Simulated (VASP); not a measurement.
Set up this calculation in VASP 6.6.1, as the native input.

| Quantity | Value |
| --- | --- |
| Task | single point |
| Functional | PBE |
| Potentials or basis | VASP PAW PBE potentials, release 64 (Rh_pv) |
| Cutoff | 520 eV |
| k mesh | 13 × 13 × 13 |
| Occupations | fermi-dirac, width 0.05 eV |
| Spin | no spin polarisation |
| Dipole correction | no |
| Further INCAR settings | ALGO = Normal; EDIFF = 1e-07; NBANDS = 22 |

The structure of Rh lies in POSCAR:

```
Rh
1.0
    0.0000000000      2.4237472311      2.4237472311
    2.4237472311      0.0000000000      2.4237472311
    2.4237472311      2.4237472311      0.0000000000
Rh
2
Direct
   -0.1250000000     -0.1250000000     -0.1250000000
    0.1250000000      0.1250000000      0.1250000000
```

This cell differs from its parent crystal: volume scaled by 0.68.

These files were run (other wordings do the same):

INCAR

```
SYSTEM = Rh
ALGO     = Normal         ! electronic algorithm
EDIFF    = 1E-7           ! SCF threshold, eV
ENCUT    = 520            ! plane-wave cutoff, eV
GGA      = PE             ! functional
ISIF     = 2              ! what is computed and relaxed
ISMEAR   = -1             ! smearing method
LASPH    = .TRUE.         ! aspherical terms in the spheres
LCHARG   = .FALSE.        ! write CHGCAR
LREAL    = .FALSE.        ! projectors in reciprocal space
LWAVE    = .FALSE.        ! write WAVECAR
NBANDS   = 22             ! bands
NELM     = 100            ! most SCF steps
PREC     = Accurate       ! precision mode
SIGMA    = 0.05           ! smearing width, eV
```

KPOINTS

```
k-points
0
G
  13 13 13
  0 0 0
```

Potentials or basis: VASP PAW PBE potentials, release 64 (Rh_pv).

Launch:

```bash
$ cat potpaw_PBE.64/Rh_pv/POTCAR > POTCAR
$ mpirun -np 1 vasp_std > vasp.out
```

Results of the run:

```json
{
 "Pressure": "131.6 GPa",
 "Band gap on the k mesh": "zero (band 15 reaches 13.48 eV, above the bottom of band 16 at 11.48 eV)"
}
```

It took 28 s on 1 thread of Intel(R) Xeon(R) 6975P-C (Granite Rapids), with other jobs on the host, peak memory 0.18 GiB.
